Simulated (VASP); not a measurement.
# Si3N4 (lda) (Fd-3m) in VASP: further runs

Runs on Si3N4 (lda). Level: LDA. Tasks: single point.

Program: VASP 6.6.1. These are calculated values, not measurements. Logs are shortened: lines on timing, memory, paths and dates and some standing lists are left out, and cuts for length are marked.

## Step 1: The cell of the first run

Symmetry: Fd-3m, No. 227, cubic system. Conventional cell: a = 7.787 Å, b = 7.787 Å, c = 7.787 Å, α = 90.00°, β = 90.00°, γ = 90.00°. Si (site symmetry -3m) has 6 N at 1.89 Å within 2.5 Å. Si (site symmetry -43m) has 4 N at 1.79 Å within 2.4 Å. N (site symmetry 3m) has 4 Si at 1.79 to 1.89 Å within 2.4 Å.

## Step 2: Single point, LDA

Contents of INCAR:

```
SYSTEM = Si3N4
PREC = Accurate
ENCUT = 600
EDIFF = 1E-6
ISMEAR = 0
SIGMA = 0.1
LREAL = .False.
LASPH = .True.
NELM = 120
ALGO = Normal
ISIF = 2
LWAVE = .False.
LCHARG = .True.
GGA = CA
LELF = .True.
LVHAR = .True.
NBANDS = 45
GGA_COMPAT = .False.
```

Contents of KPOINTS:

```
regular mesh
0
Gamma
  4 4 4
  0 0 0
```

Contents of POSCAR:

```
Si3N4
1.0
    0.0000000000      3.8937180000      3.8937180000
    3.8937180000      0.0000000000      3.8937180000
    3.8937180000      3.8937180000      0.0000000000
Si N
6 8
Direct
    0.6250000000      0.6250000000      0.1250000000
    0.6250000000      0.1250000000      0.6250000000
    0.1250000000      0.6250000000      0.6250000000
    0.6250000000      0.6250000000      0.6250000000
    0.2500000000      0.2500000000      0.2500000000
    0.0000000000      0.0000000000      0.0000000000
    0.8675630000      0.8675630000      0.8675630000
    0.8526890000      0.3824370000      0.3824370000
    0.3824370000      0.3824370000      0.8526890000
    0.3824370000      0.8526890000      0.3824370000
    0.8675630000      0.8675630000      0.3973110000
    0.8675630000      0.3973110000      0.8675630000
    0.3824370000      0.3824370000      0.3824370000
    0.3973110000      0.8675630000      0.8675630000
```

Potentials or basis: VASP PAW LDA potentials, release 64 (Si, N).

Run with:

```sh
$ cat potpaw_LDA.64/Si/POTCAR potpaw_LDA.64/N/POTCAR > POTCAR
$ mpirun -np 1 vasp_std > vasp.out
```

OUTCAR:

```text
SYSTEM = Si3N4
   PREC = Accurate
   ENCUT = 600
   EDIFF = 1E-6
   ISMEAR = 0
   LREAL = .False.
   LASPH = .True.
   NELM = 120
   ISIF = 2
   GGA = CA

 ion  position               nearest neighbor table
   1  0.625  0.625  0.125-   7 1.89  13 1.89  10 1.89  12 1.89   8 1.89  14 1.89   4 2.75   2 2.75
                             3 2.75   4 2.75   2 2.75   3 2.75
   2  0.625  0.125  0.625-   7 1.89  13 1.89   9 1.89  11 1.89   8 1.89  14 1.89   4 2.75   1 2.75
                             1 2.75   3 2.75   4 2.75   3 2.75
   3  0.125  0.625  0.625-   7 1.89  13 1.89  10 1.89  11 1.89  12 1.89   9 1.89   4 2.75   1 2.75
                             2 2.75   1 2.75   2 2.75   4 2.75
   4  0.625  0.625  0.625-   9 1.89  11 1.89  10 1.89   8 1.89  12 1.89  14 1.89   1 2.75   2 2.75
                             3 2.75   1 2.75   2 2.75   3 2.75
   5  0.250  0.250  0.250-   8 1.79   9 1.79  10 1.79  13 1.79
   6  0.000  0.000  0.000-  11 1.79  12 1.79  14 1.79   7 1.79
   7  0.868  0.868  0.868-   6 1.79   2 1.89   3 1.89   1 1.89
   8  0.853  0.382  0.382-   5 1.79   4 1.89   1 1.89   2 1.89
   9  0.382  0.382  0.853-   5 1.79   4 1.89   2 1.89   3 1.89
  10  0.382  0.853  0.382-   5 1.79   4 1.89   1 1.89   3 1.89
  11  0.868  0.868  0.397-   6 1.79   4 1.89   2 1.89   3 1.89
  12  0.868  0.397  0.868-   6 1.79   4 1.89   1 1.89   3 1.89
  13  0.382  0.382  0.382-   5 1.79   2 1.89   3 1.89   1 1.89
  14  0.397  0.868  0.868-   6 1.79   4 1.89   1 1.89   2 1.89

  LATTYP: Found a face centered cubic cell.
 ALAT       =     7.7874360000

  Lattice vectors:

 A1 = (   0.0000000000,   3.8937180000,   3.8937180000)
 A2 = (   3.8937180000,   0.0000000000,   3.8937180000)
 A3 = (   3.8937180000,   3.8937180000,   0.0000000000)

Analysis of symmetry for initial positions (statically):
=====================================================================
 Subroutine PRICEL returns:
 Original cell was already a primitive cell.

 Routine SETGRP: Setting up the symmetry group for a
 face centered cubic supercell.

 Subroutine GETGRP returns: Found 48 space group operations
 (whereof 24 operations were pure point group operations)
 out of a pool of 48 trial point group operations.

The static configuration has the point symmetry T_d .
 The point group associated with its full space group is O_h .

Analysis of symmetry for dynamics (positions and initial velocities):
=====================================================================
 Subroutine PRICEL returns:
 Original cell was already a primitive cell.

 Routine SETGRP: Setting up the symmetry group for a
 face centered cubic supercell.
[... 130 lines left out ...]
   IALGO  =     38    algorithm
   IMIX   =      4    mixing-type and parameters
     AMIX     =   0.40;   BMIX     =  1.00
     AMIX_MAG =   1.60;   BMIX_MAG =  1.00
  volume/ion in A,a.u.               =       8.43        56.91
  Fermi-wavevector in a.u.,A,eV,Ry     =   1.334833  2.522469 24.242584  1.781780
  Thomas-Fermi vector in A             =   2.463584
   LORBIT       =      0    0 simple, 1 ext, 2 COOP (PROOUT), +10 PAW based schemes
   GGA     = CA    functional components
   LHFCALC =     F    Hartree Fock is set to
   AEXX    =    0.0000 exact exchange contribution
   IVDW    =     0    specifies the selected vdW correction
   LEPSILON=     F    determine dielectric tensor
   LRPA    =     F    only Hartree local field effects (RPA)
 non-spin polarized calculation
 Gauss-broadening in eV      SIGMA  =   0.10
  energy-cutoff  :      600.00
  volume of cell :      118.07
 maximum number of plane-waves:      3972
 NGX is ok and might be reduce to    48
   NGX = 21   NGY = 21   NGZ = 21

 number of electron      64.0000000 magnetization

 Free energy of the ion-electron system (eV)
  ---------------------------------------------------
  ext. energy  EPLUGINS =         0.00000000
  ---------------------------------------------------
  free energy    TOTEN  =      -125.42524966 eV

  energy without entropy =     -125.42524966  energy(sigma->0) =     -125.42524966

 E-fermi :   9.4256     XC(G=0): -12.4971

 val. band max:        8.9635408944   @ k =  -0.2500   0.2500   0.0000
 cond. band min:      12.1876390342   @ k =   0.0000   0.0000   0.0000
 fundamental gap:      3.2240981398
 Fermi energy:         9.4255920737

 k-point     1 :       0.0000    0.0000    0.0000
  band No.  band energies     occupation
      1      -9.6469      2.00000
      2      -6.3041      2.00000
      3      -5.3641      2.00000
      4      -5.3641      2.00000
      5      -5.3641      2.00000
      6      -4.3769      2.00000
[... 365 lines left out ...]
     43      18.7009      0.00000
     44      18.7009      0.00000
 [bands above 44 left out]

------------------------ aborting loop because EDIFF is reached ----------------------------------------

  FORCE on cell =-STRESS in cart. coord.  units (eV):
  Direction    XX          YY          ZZ          XY          YZ          ZX
  --------------------------------------------------------------------------------------
  -------------------------------------------------------------------------------------
  Total       -7.8895900     -7.8895900     -7.8895900     -0.0000000      0.0000000     -0.0000000
  in kB     -107.0635253   -107.0635253   -107.0635253     -0.0000000      0.0000000     -0.0000000
  external PRESSURE =    -107.0635253 kB  Pullay stress =       0.0000000 kB

 VOLUME and BASIS-vectors are now :
 -----------------------------------------------------------------------------
  energy-cutoff  :      600.00
  volume of cell :      118.07
      direct lattice vectors                 reciprocal lattice vectors
     0.000000000  3.893718000  3.893718000    -0.128411970  0.128411970  0.128411970
     3.893718000  0.000000000  3.893718000     0.128411970 -0.128411970  0.128411970
     3.893718000  3.893718000  0.000000000     0.128411970  0.128411970 -0.128411970

 POSITION                                       TOTAL-FORCE (eV/Angst)
 -----------------------------------------------------------------------------------
      2.92029      2.92029      4.86715        -0.000000     -0.000000     -0.000000
      2.92029      4.86715      2.92029        -0.000000     -0.000000     -0.000000
      4.86715      2.92029      2.92029        -0.000000     -0.000000     -0.000000
      4.86715      4.86715      4.86715        -0.000000     -0.000000     -0.000000
      1.94686      1.94686      1.94686        -0.000000     -0.000000     -0.000000
      0.00000      0.00000      0.00000        -0.000000     -0.000000     -0.000000
      6.75609      6.75609      6.75609        -0.065458     -0.065458     -0.065458
      2.97820      4.80923      4.80923         0.065458     -0.065458     -0.065458
      4.80923      4.80923      2.97820        -0.065458     -0.065458      0.065458
      4.80923      2.97820      4.80923        -0.065458      0.065458     -0.065458
      4.92506      4.92506      6.75609         0.065458      0.065458     -0.065458
      4.92506      6.75609      4.92506         0.065458     -0.065458      0.065458
      2.97820      2.97820      2.97820         0.065458      0.065458      0.065458
      6.75609      4.92506      4.92506        -0.065458      0.065458      0.065458
 -----------------------------------------------------------------------------------
    total drift:                               -0.000000     -0.000000      0.000000

  FREE ENERGIE OF THE ION-ELECTRON SYSTEM (eV)
  ---------------------------------------------------
  free  energy   TOTEN  =      -125.4252496572 eV

  energy  without entropy=     -125.4252496572  energy(sigma->0) =     -125.42524966
```

OSZICAR:

```text
N       E                     dE             d eps       ncg     rms          rms(c)
DAV:   1     0.266150429833E+03    0.26615E+03   -0.35338E+04   720   0.150E+03
DAV:   2    -0.121018643808E+03   -0.38717E+03   -0.36602E+03   912   0.280E+02
DAV:   3    -0.139328049610E+03   -0.18309E+02   -0.18180E+02   928   0.617E+01
DAV:   4    -0.139527900481E+03   -0.19985E+00   -0.19942E+00   896   0.712E+00
DAV:   5    -0.139531227766E+03   -0.33273E-02   -0.33253E-02   883   0.841E-01    0.265E+01
DAV:   6    -0.125798460866E+03    0.13733E+02   -0.47490E+01   852   0.276E+01    0.127E+01
DAV:   7    -0.125562038658E+03    0.23642E+00   -0.21710E+00   928   0.595E+00    0.547E+00
DAV:   8    -0.125447399317E+03    0.11464E+00   -0.10593E-01   854   0.165E+00    0.197E+00
DAV:   9    -0.125425195793E+03    0.22204E-01   -0.18140E-02   896   0.675E-01    0.263E-01
DAV:  10    -0.125425265894E+03   -0.70101E-04   -0.11957E-03   867   0.167E-01    0.964E-02
DAV:  11    -0.125425248318E+03    0.17576E-04   -0.20505E-04   851   0.683E-02    0.480E-02
DAV:  12    -0.125425250135E+03   -0.18170E-05   -0.23317E-05   960   0.221E-02    0.141E-02
DAV:  13    -0.125425249657E+03    0.47740E-06   -0.72240E-06   851   0.116E-02
   1 F= -.12542525E+03 E0= -.12542525E+03  d E =-.595343E-11
```

stdout:

```text
POSCAR found type information on POSCAR SiN
 POSCAR found :  2 types and      14 ions
 scaLAPACK will be used
 LDA part: xc-table for (Slater(with rela. corr.)+CA(PZ))
 , standard interpolation
 POSCAR, INCAR and KPOINTS ok, starting setup
 FFT: planning ... GRIDC
 FFT: planning ... GRID_SOFT
 FFT: planning ... GRID
 WAVECAR not read
 entering main loop
```

Run time: 95 s. Hardware: 1 thread of Intel Xeon 8259CL, shared host; peak memory 0.25 GiB.

Results:

| Property | Result |
| --- | --- |
| Free energy | -125.4252 eV |
| Pressure | -10.7 GPa |
| Largest force | 0.113 eV/Å |
| Band gap on the k mesh | 3.22 eV, indirect (least direct gap 3.24 eV) |

Forces on the atoms (eV/Å):
```
Si   0.000  0.000  0.000
Si   0.000  0.000  0.000
Si   0.000  0.000  0.000
Si   0.000  0.000  0.000
Si   0.000  0.000  0.000
Si   0.000  0.000  0.000
N   -0.065 -0.065 -0.065
N    0.065 -0.065 -0.065
N   -0.065 -0.065  0.065
N   -0.065  0.065 -0.065
N    0.065  0.065 -0.065
N    0.065 -0.065  0.065
N    0.065  0.065  0.065
N   -0.065  0.065  0.065
```

Levels at points of the mesh, in eV from the valence-band top:
| k point | band 28 | band 29 | band 30 | band 31 | band 32 | band 33 | band 34 | band 35 | band 36 | band 37 |
| --- | --- | --- | --- | --- | --- | --- | --- | --- | --- | --- |
| (0.00, 0.00, 0.00) | -0.13 | -0.13 | -0.02 | -0.02 | -0.02 | 3.22 | 3.22 | 3.22 | 4.83 | 5.99 |
| (0.50, 0.00, 0.00) | -0.79 | -0.45 | -0.45 | -0.31 | -0.31 | 4.82 | 5.63 | 5.63 | 6.14 | 6.64 |
| (0.50, 0.50, 0.00) | -1.65 | -1.08 | -1.08 | -0.40 | -0.40 | 6.52 | 6.52 | 6.82 | 6.82 | 7.64 |

## Step 3: Single point, LDA

This run uses another cell than the first one, of 8.12 Å³/atom, 0.963 times its volume.

Contents of INCAR:

```
ALGO = Normal
EDIFF = 1E-6
ENCUT = 600
GGA_COMPAT = F
ISIF = 2
ISMEAR = 0
LASPH = T
LCHARG = F
LREAL = F
LWAVE = F
NBANDS = 45
NELM = 120
PREC = Accurate
SIGMA = 0.02
```

Contents of KPOINTS:

```
k-points
0
Gamma
  6 6 6
```

Contents of POSCAR:

```
Si3N4
1.0
    0.0000000000      3.8454291899      3.8454291899
    3.8454291899      0.0000000000      3.8454291899
    3.8454291899      3.8454291899      0.0000000000
Si N
6 8
Direct
    0.6250000000      0.6250000000      0.1250000000
    0.6250000000      0.1250000000      0.6250000000
    0.1250000000      0.6250000000      0.6250000000
    0.6250000000      0.6250000000      0.6250000000
    0.2500000000      0.2500000000      0.2500000000
    0.0000000000      0.0000000000      0.0000000000
    0.8675694658      0.8675694658      0.8675694658
    0.8527083975      0.3824305342      0.3824305342
    0.3824305342      0.3824305342      0.8527083975
    0.3824305342      0.8527083975      0.3824305342
    0.8675694658      0.8675694658      0.3972916025
    0.8675694658      0.3972916025      0.8675694658
    0.3824305342      0.3824305342      0.3824305342
    0.3972916025      0.8675694658      0.8675694658
```

Potentials or basis: VASP PAW LDA potentials, release 64 (Si, N).

Run with:

```sh
$ cat potpaw_LDA.64/Si/POTCAR potpaw_LDA.64/N/POTCAR > POTCAR
$ mpirun -np 1 vasp_std > vasp.out
```

Run time: 2.8 min. Hardware: 1 thread of Intel Xeon 8259CL, shared host; peak memory 0.28 GiB.

Results (log left out):

```yaml
Free_energy: -125.5640 eV
Pressure: 0.6 GPa
Largest_force: 0.015 eV/Å
Band_gap_on_the_k_mesh: 3.35 eV, indirect (least direct gap 3.38 eV)
```

Forces in eV/Å, atoms in the order of the input:
```
Si   0.000  0.000  0.000
Si   0.000  0.000  0.000
Si   0.000  0.000  0.000
Si   0.000  0.000  0.000
Si   0.000  0.000  0.000
Si   0.000  0.000  0.000
N    0.008  0.008  0.008
N   -0.008  0.008  0.008
N    0.008  0.008 -0.008
N    0.008 -0.008  0.008
N   -0.008 -0.008  0.008
N   -0.008  0.008 -0.008
N   -0.008 -0.008 -0.008
N    0.008 -0.008 -0.008
```

Levels at points of the mesh, in eV from the valence-band top:
```tsv
k point	band 30	band 31	band 32	band 33	band 34	band 35
(0.00, 0.00, 0.00)	-0.03	-0.03	-0.03	3.35	3.35	3.35
(0.50, 0.00, 0.00)	-0.49	-0.37	-0.37	4.94	5.71	5.71
(0.50, 0.50, 0.00)	-1.15	-0.47	-0.47	6.67	6.67	6.96
```
